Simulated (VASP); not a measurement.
# Ti5N4 in VASP: notebook

The runs below take Ti5N4 through single point, with PBEsol.

Everything below comes from runs of VASP 6.6.1. Logs are shortened: lines on timing, memory, paths and dates and some standing lists are left out, and cuts for length are marked.

## 1. The cell of the first run

The cell holds a slab with vacuum, 9 atoms: a = 2.973 Å, b = 2.973 Å, c = 24.709 Å, α = 90.00°, β = 90.00°, γ = 120.00°.

## 2. Single point, PBEsol

INCAR reads:

```
ALGO     = Normal         # electronic algorithm
DIPOL    = 0.5 0.5 0.500
EDIFF    = 1E-7           # SCF threshold, eV
ENCUT    = 520            # plane-wave cutoff, eV
GGA      = PS             # functional
IDIPOL   = 3            
ISIF     = 2              # what is computed and relaxed
ISMEAR   = 0              # smearing method
LASPH    = True           # aspherical terms in the spheres
LCHARG   = True           # write CHGCAR
LDIPOL   = True         
LELF     = True           # ELF
LREAL    = False          # projectors in reciprocal space
LVACPOTAV= True         
LVHAR    = True         
LWAVE    = False          # write WAVECAR
NBANDS   = 50             # bands
NELM     = 80             # most SCF steps
PREC     = Accurate       # precision mode
SIGMA    = 0.1            # smearing width, eV
```

KPOINTS reads:

```
k-points
0
Gamma
  12 12 1
```

POSCAR reads:

```
Ti5N4
1.0
    2.9726300476      0.0000000000      0.0000000000
   -1.4863150238      2.5743731373      0.0000000000
    0.0000000000      0.0000000000     24.7085690809
Ti N
5 4
Direct
    0.6666666667      0.3333333333      0.3035384192
    0.3333333333      0.6666666667      0.4017692096
    0.0000000000      0.0000000000      0.5000000000
    0.6666666667      0.3333333333      0.5982307904
    0.3333333333      0.6666666667      0.6964615808
    0.0000000000      0.0000000000      0.3526538144
    0.6666666667      0.3333333333      0.4508846048
    0.3333333333      0.6666666667      0.5491153952
    0.0000000000      0.0000000000      0.6473461856
```

Potentials or basis: VASP PAW PBE potentials, release 64 (Ti_sv, N).

The run is started by

```sh
$ cat potpaw_PBE.64/Ti_sv/POTCAR potpaw_PBE.64/N/POTCAR > POTCAR
$ mpirun -np 1 vasp_std > vasp.out
```

OUTCAR:

```text
EDIFF = 1E-7
   ENCUT = 520
   GGA = PS
   ISIF = 2
   ISMEAR = 0
   LASPH = True
   LREAL = False
   NELM = 80
   PREC = Accurate

 ion  position               nearest neighbor table
   1  0.667  0.333  0.304-   6 2.10   6 2.10   6 2.10
   2  0.333  0.667  0.402-   6 2.10   7 2.10   7 2.10   6 2.10   6 2.10   7 2.10
   3  0.000  0.000  0.500-   7 2.10   8 2.10   7 2.10   8 2.10   7 2.10   8 2.10
   4  0.667  0.333  0.598-   9 2.10   8 2.10   8 2.10   9 2.10   9 2.10   8 2.10
   5  0.333  0.667  0.696-   9 2.10   9 2.10   9 2.10
   6  0.000  0.000  0.353-   1 2.10   2 2.10   1 2.10   2 2.10   1 2.10   2 2.10
   7  0.667  0.333  0.451-   3 2.10   2 2.10   2 2.10   3 2.10   3 2.10   2 2.10
   8  0.333  0.667  0.549-   3 2.10   4 2.10   4 2.10   3 2.10   3 2.10   4 2.10
   9  0.000  0.000  0.647-   4 2.10   5 2.10   4 2.10   5 2.10   4 2.10   5 2.10

  LATTYP: Found a hexagonal cell.
 ALAT       =     2.9726300476
 C/A-ratio  =     8.3120229175

  Lattice vectors:

 A1 = (   2.9726300476,   0.0000000000,   0.0000000000)
 A2 = (  -1.4863150238,   2.5743731373,   0.0000000000)
 A3 = (   0.0000000000,   0.0000000000,  24.7085690809)

Analysis of symmetry for initial positions (statically):
=====================================================================
 Subroutine PRICEL returns:
 Original cell was already a primitive cell.

 Routine SETGRP: Setting up the symmetry group for a
 hexagonal supercell.

 Subroutine GETGRP returns: Found 12 space group operations
 (whereof 12 operations were pure point group operations)
 out of a pool of 24 trial point group operations.

The static configuration has the point symmetry D_3d.

Analysis of symmetry for dynamics (positions and initial velocities):
=====================================================================
 Subroutine PRICEL returns:
 Original cell was already a primitive cell.

 Routine SETGRP: Setting up the symmetry group for a
 hexagonal supercell.

 Subroutine GETGRP returns: Found 12 space group operations
 (whereof 12 operations were pure point group operations)
 out of a pool of 24 trial point group operations.

The dynamic configuration has the point symmetry D_3d.

 Subroutine INISYM returns: Found 12 space group operations
 (whereof 12 operations are pure point group operations),
 and found     1 'primitive' translations

----------------------------------------------------------------------------------------

                                     Primitive cell

  volume of cell :     189.0863

  direct lattice vectors                    reciprocal lattice vectors
     2.972630048  0.000000000  0.000000000     0.336402440  0.194222039  0.000000000
    -1.486315024  2.574373137  0.000000000     0.000000000  0.388444078  0.000000000
     0.000000000  0.000000000 24.708569081     0.000000000  0.000000000  0.040471789

  length of vectors
     2.972630048  2.972630048 24.708569081     0.388444078  0.388444078  0.040471789

  position of ions in fractional coordinates (direct lattice)
     0.666666667  0.333333333  0.303538419
     0.333333333  0.666666667  0.401769210
     0.000000000  0.000000000  0.500000000
     0.666666667  0.333333333  0.598230790
     0.333333333  0.666666667  0.696461581
     0.000000000  0.000000000  0.352653814
     0.666666667  0.333333333  0.450884605
     0.333333333  0.666666667  0.549115395
     0.000000000  0.000000000  0.647346186

  ion indices of the primitive-cell ions
   primitive index   ion index
                 1           1
                 2           2
                 3           3
                 4           4
                 5           5
                 6           6
                 7           7
                 8           8
                 9           9

----------------------------------------------------------------------------------------

 KPOINTS: k-points

Automatic generation of k-mesh.
 Grid dimensions read from file:
 generate k-points for:   12   12    1

 Generating k-lattice:

  Cartesian coordinates                     Fractional coordinates (reciprocal lattice)
     0.028033537  0.016185170  0.000000000     0.083333333  0.000000000  0.000000000
     0.000000000  0.032370340  0.000000000     0.000000000  0.083333333  0.000000000
     0.000000000  0.000000000  0.040471789     0.000000000  0.000000000  1.000000000

  Length of vectors
     0.032370340  0.032370340  0.040471789

  Shift w.r.t. Gamma in fractional coordinates (k-lattice)
     0.000000000  0.000000000  0.000000000

 Subroutine IBZKPT returns following result:
 ===========================================

 Found     19 irreducible k-points:

 Following reciprocal coordinates:
            Coordinates               Weight
  0.000000  0.000000  0.000000      1.000000
  0.083333  0.000000  0.000000      6.000000
  0.166667  0.000000  0.000000      6.000000
  0.250000  0.000000  0.000000      6.000000
  0.333333 -0.000000  0.000000      6.000000
  0.416667 -0.000000  0.000000      6.000000
[... 11 lines left out ...]
  0.333333  0.250000  0.000000     12.000000
  0.333333  0.333333  0.000000      2.000000
   k-points           NKPTS =     19   k-points in BZ     NKDIM =     19   number of bands    NBANDS=     50
   number of dos      NEDOS =    301   number of ions     NIONS =      9
   total plane-waves  NPLWV = 110592
   dimension x,y,z NGX =    24 NGY =   24 NGZ =  192
   dimension x,y,z NGXF=    48 NGYF=   48 NGZF=  384
   ions per type =               5   4
   NGX,Y,Z   is equivalent  to a cutoff of  13.42, 13.42, 12.92 a.u.
   NGXF,Y,Z  is equivalent  to a cutoff of  26.84, 26.84, 25.84 a.u.
 SYSTEM =  unknown system
   PREC   = accura    normal or accurate (medium, high low for compatibility)
   ISTART =      0    job   : 0-new  1-cont  2-samecut
   ICHARG =      2    charge: 1-file 2-atom 10-const
   ISPIN  =      1    spin polarized calculation?
   LNONCOLLINEAR =      F non collinear calculations
   LSORBIT =      F    spin-orbit coupling
   LASPH  =      T    aspherical Exc in radial PAW
   ENCUT  =  520.0 eV  38.22 Ry    6.18 a.u.   5.53  5.53 45.94*2*pi/ulx,y,z
   NELM   =     80;   NELMIN=  2; NELMDL= -5     # of ELM steps
   EDIFF  = 0.1E-06   stopping-criterion for ELM
   LREAL  =      F    real-space projection
   EDIFFG = 0.1E-05   stopping-criterion for IOM
   NSW    =      0    number of steps for IOM
   IBRION =     -1    ionic relax: 0-MD 1-quasi-New 2-CG
   NFREE  =      0    steps in history (QN), initial steepest desc. (CG)
   ISIF   =      2    stress and relaxation
   ISYM   =      2    0-nonsym 1-usesym 2-fastsym
   POTIM  = 0.5000    time-step for ionic-motion
   TEBEG  =    0.0;   TEEND  =   0.0 temperature during run
   PSTRESS=    0.0 pullay stress
   NELECT =      80.0000    total number of electrons
   NUPDOWN=      -1.0000    fix difference up-down
   EMIN   =  10.00;   EMAX   =-10.00  energy-range for DOS
   EFERMI =   0.00;   METHOD = LEGACY
   ISMEAR =     0;   SIGMA  =   0.10  broadening in eV -4-tet -1-fermi 0-gaus
   EFERMI_NEDOS =   21; number of points for ismear=-14 and -15
   IALGO  =     38    algorithm
   IMIX   =      4    mixing-type and parameters
     AMIX     =   0.40;   BMIX     =  1.00
     AMIX_MAG =   1.60;   BMIX_MAG =  1.00
  volume/ion in A,a.u.               =      21.01       141.78
  Fermi-wavevector in a.u.,A,eV,Ry     =   1.228999  2.322471 20.550762  1.510438
  Thomas-Fermi vector in A             =   2.363903
   LORBIT       =      0    0 simple, 1 ext, 2 COOP (PROOUT), +10 PAW based schemes
   GGA     = PS    functional components
   LHFCALC =     F    Hartree Fock is set to
   AEXX    =    0.0000 exact exchange contribution
   IVDW    =     0    specifies the selected vdW correction
   LEPSILON=     F    determine dielectric tensor
   LRPA    =     F    only Hartree local field effects (RPA)
 non-spin polarized calculation
 Gauss-broadening in eV      SIGMA  =   0.10
  energy-cutoff  :      520.00
  volume of cell :      189.09
 maximum number of plane-waves:      5167
 NGX is ok and might be reduce to    24
   NGX = 11   NGY = 11   NGZ = 91

 dipolmoment           0.000000      0.000000      0.000000 electrons x Angstroem

 number of electron      80.0000011 magnetization

 dipolmoment           0.000000      0.000000     -0.000000 electrons x Angstroem

 Free energy of the ion-electron system (eV)
  ---------------------------------------------------
  ext. energy  EPLUGINS =         0.00000000
  ---------------------------------------------------
  free energy    TOTEN  =       -89.46408642 eV

  energy without entropy =      -89.41902420  energy(sigma->0) =      -89.44155531

 E-fermi :   3.0418     XC(G=0):  -7.1768

 val. band max:        3.0380510353   @ k =   0.3333   0.3333   0.0000
 cond. band min:       3.0584764126   @ k =   0.1667   0.0833   0.0000
 fundamental gap:      0.0204253773
 Fermi energy:         3.0418401739

 k-point     1 :       0.0000    0.0000    0.0000
  band No.  band energies     occupation
      1     -54.5705      2.00000
      2     -54.3890      2.00000
      3     -54.3801      2.00000
      4     -53.9438      2.00000
      5     -53.9438      2.00000
      6     -31.2293      2.00000
[... 42 lines left out ...]
     49       4.0735      0.00000
     50       4.5517      0.00000

 k-point     2 :       0.0833    0.0000    0.0000
  band No.  band energies     occupation
      1     -54.5650      2.00000
      2     -54.3840      2.00000
      3     -54.3756      2.00000
      4     -53.9394      2.00000
      5     -53.9394      2.00000
      6     -31.2141      2.00000
[... 893 lines left out ...]
 k-point    19 :       0.3333    0.3333    0.0000
  band No.  band energies     occupation
      1     -54.4783      2.00000
      2     -54.3035      2.00000
      3     -54.3035      2.00000
      4     -53.8693      2.00000
      5     -53.8693      2.00000
      6     -31.1312      2.00000
[... 42 lines left out ...]
     49       5.1280      0.00000
     50       5.4290      0.00000

------------------------ aborting loop because EDIFF is reached ----------------------------------------

  FORCE on cell =-STRESS in cart. coord.  units (eV):
  Direction    XX          YY          ZZ          XY          YZ          ZX
  --------------------------------------------------------------------------------------
  -------------------------------------------------------------------------------------
  Total       -2.6386919     -2.6386919     -3.2460954      0.0000000      0.0000000      0.0000000
  in kB      -22.3583278    -22.3583278    -27.5050165      0.0000000      0.0000000      0.0000000
  external PRESSURE =     -24.0738907 kB  Pullay stress =       0.0000000 kB

 VOLUME and BASIS-vectors are now :
 -----------------------------------------------------------------------------
  energy-cutoff  :      520.00
  volume of cell :      189.09
      direct lattice vectors                 reciprocal lattice vectors
     2.972630048  0.000000000  0.000000000     0.336402440  0.194222039  0.000000000
    -1.486315024  2.574373137  0.000000000     0.000000000  0.388444078  0.000000000
     0.000000000  0.000000000 24.708569081     0.000000000  0.000000000  0.040471789

 POSITION                                       TOTAL-FORCE (eV/Angst)
 -----------------------------------------------------------------------------------
      1.48632      0.85812      7.50000         0.000000      0.000000      1.336270
     -0.00000      1.71625      9.92714         0.000000      0.000000     -0.722376
      0.00000      0.00000     12.35428        -0.000000      0.000000      0.000000
      1.48632      0.85812     14.78143         0.000000     -0.000000      0.722376
     -0.00000      1.71625     17.20857         0.000000     -0.000000     -1.336270
      0.00000      0.00000      8.71357        -0.000000      0.000000     -0.900334
      1.48632      0.85812     11.14071         0.000000      0.000000      0.105620
     -0.00000      1.71625     13.56786        -0.000000     -0.000000     -0.105620
      0.00000      0.00000     15.99500        -0.000000      0.000000      0.900334
 -----------------------------------------------------------------------------------
    total drift:                               -0.000000      0.000000     -0.000000

  FREE ENERGIE OF THE ION-ELECTRON SYSTEM (eV)
  ---------------------------------------------------
  free  energy   TOTEN  =       -89.4640864171 eV

  energy  without entropy=      -89.4190242041  energy(sigma->0) =      -89.44155531

 vacuum level on the upper side and lower side of the slab         7.714         7.714
```

Wall time 8.6 min (1 thread of Intel Xeon Platinum 8259CL at 2.50GHz (Skylake/Cascade Lake), shared host); peak memory 0.39 GiB.

Results:

```
Free energy            : -89.4641 eV
Largest force          : 1.336 eV/Å
Band gap on the k mesh : zero (bands 40 and 41 overlap by 0.55 eV)
```

Forces in eV/Å, atoms in the order of the input:
```
Ti   0.000  0.000  1.336
Ti   0.000  0.000 -0.722
Ti   0.000  0.000  0.000
Ti   0.000  0.000  0.722
Ti   0.000  0.000 -1.336
N    0.000  0.000 -0.900
N    0.000  0.000  0.106
N    0.000  0.000 -0.106
N    0.000  0.000  0.900
```

Caveat: the PAW data sets were made with another functional, which shifts forces and pressure a little.

## 3. Single point, PBEsol

INCAR reads:

```
SYSTEM = Ti5N4
PREC = Accurate
ENCUT = 520
EDIFF = 1E-7
ISMEAR = 0
SIGMA = 0.1
LREAL = .False.
LASPH = .True.
NELM = 80
ALGO = Normal
ISIF = 2
LWAVE = .False.
LCHARG = .True.
LDIPOL = .True.
IDIPOL = 3
DIPOL = 0.5 0.5 0.500
GGA = PS
LELF = .True.
LVHAR = .True.
LVACPOTAV = .True.
NBANDS = 50
```

KPOINTS reads:

```
Automatic mesh
0
Gamma
  12 12 1
  0 0 0
```

POSCAR reads:

```
Ti5N4
1.0
    2.9726300476      0.0000000000      0.0000000000
   -1.4863150238      2.5743731373      0.0000000000
    0.0000000000      0.0000000000     24.7085690809
Ti N
5 4
Direct
    0.6666666667      0.3333333333      0.3084078651
    0.3333333333      0.6666666667      0.4014485402
    0.0000000000      0.0000000000      0.4999999993
    0.6666666667      0.3333333333      0.5985514592
    0.3333333333      0.6666666667      0.6915921368
    0.0000000000      0.0000000000      0.3511125501
    0.6666666667      0.3333333333      0.4514609176
    0.3333333333      0.6666666667      0.5485390812
    0.0000000000      0.0000000000      0.6488874505
```

Potentials or basis: VASP PAW PBE potentials, release 64 (Ti_sv, N).

The run is started by

```sh
$ cat potpaw_PBE.64/Ti_sv/POTCAR potpaw_PBE.64/N/POTCAR > POTCAR
$ mpirun -np 1 vasp_std > vasp.out
```

It took 7.9 min on 1 thread of Intel Xeon Platinum 8259CL at 2.50GHz (Skylake/Cascade Lake), shared host; peak memory 0.39 GiB.

The run converged. Its results:

| Quantity | Value |
| --- | --- |
| Free energy | -89.6759 eV |
| Largest force | 0.032 eV/Å |
| Band gap on the k mesh | zero (bands 40 and 41 overlap by 0.53 eV) |

Forces on the atoms (eV/Å):
```
Ti   0.000  0.000 -0.032
Ti   0.000  0.000  0.008
Ti   0.000  0.000  0.000
Ti   0.000  0.000 -0.008
Ti   0.000  0.000  0.032
N    0.000  0.000 -0.004
N    0.000  0.000  0.000
N    0.000  0.000  0.000
N    0.000  0.000  0.004
```

Levels at points of the mesh, in eV from the Fermi level:
| k point | band 36 | band 37 | band 38 | band 39 | band 40 | band 41 | band 42 | band 43 | band 44 | band 45 |
| --- | --- | --- | --- | --- | --- | --- | --- | --- | --- | --- |
| (0.00, 0.00, 0.00) | -2.94 | -0.91 | -0.69 | -0.50 | -0.50 | -0.38 | 0.13 | 0.13 | 0.29 | 0.69 |
| (0.50, 0.00, 0.00) | -3.68 | -2.97 | -1.55 | -0.08 | 0.16 | 0.16 | 1.43 | 1.76 | 1.87 | 1.91 |

Caveat: the PAW data sets were made with another functional, which shifts forces and pressure a little.

The gap in the log of VASP goes by the Fermi energy; the results here count the filled bands.